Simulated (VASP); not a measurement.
Write the native input for VASP 6.6.1 that does the following.

* Task: single point
* Functional: PBE
* Dispersion: D3(BJ)
* Potentials or basis: VASP PAW PBE potentials, release 64 (Cd, I)
* Cutoff: 500 eV
* k mesh: 9 × 9 × 4
* Occupations: gaussian, width 0.05 eV
* Spin: no spin polarisation
* Dipole correction: no
* Further INCAR settings: ALGO = Normal; EDIFF = 1e-06; NBANDS = 20

The structure of CdI2 lies in POSCAR:

```
CdI2
1.0
    4.1378992343      0.0000000000      0.0000000000
   -2.0689496171      3.5835258553      0.0000000000
    0.0000000000      0.0000000000      6.6875250000
Cd I
1 2
Direct
    0.0000000000      0.0000000000      0.0000000000
    0.3333333333      0.6666666667      0.2492000000
    0.6666666667      0.3333333333      0.7508000000
```

This cell differs from its parent crystal: strain -0.025 along x and y, -0.025 along z.

The input as run:

INCAR

```
  PREC = Accurate
  ENCUT = 500
  EDIFF = 1E-6
  ISMEAR = 0
  SIGMA = 0.05
  LREAL = False
  LASPH = True
  NELM = 120
  ALGO = Normal
  ISIF = 2
  LWAVE = False
  LCHARG = False
  GGA = PE
  IVDW = 12
  NBANDS = 20
  GGA_COMPAT = False
```

KPOINTS

```
Automatic mesh
0
Gamma
  9 9 4
```

Potentials or basis: VASP PAW PBE potentials, release 64 (Cd, I).

The run is started by

```console
$ cat potpaw_PBE.64/Cd/POTCAR potpaw_PBE.64/I/POTCAR > POTCAR
$ mpirun -np 1 vasp_std > vasp.out
```

It gave:

| Property | Result |
| --- | --- |
| Pressure | 3.6 GPa |
| Largest force | 0.637 eV/Å |
| Band gap on the k mesh | 2.45 eV (least direct gap 2.79 eV) |
| Dispersion energy per atom | -0.360 eV |

Caveat: the cell differs from its parent crystal (strain -0.025 along x and y, -0.025 along z); the cell stands under pressure; spin-orbit coupling is left out, which moves the levels of the heavy elements; an odd mesh through Γ misses points on the zone boundary, where band edges can lie.

Run time: 55 s on 1 thread of Intel(R) Xeon(R) Platinum 8375C CPU @ 2.90GHz (Ice Lake) (shared host), peak memory 0.26 GiB.
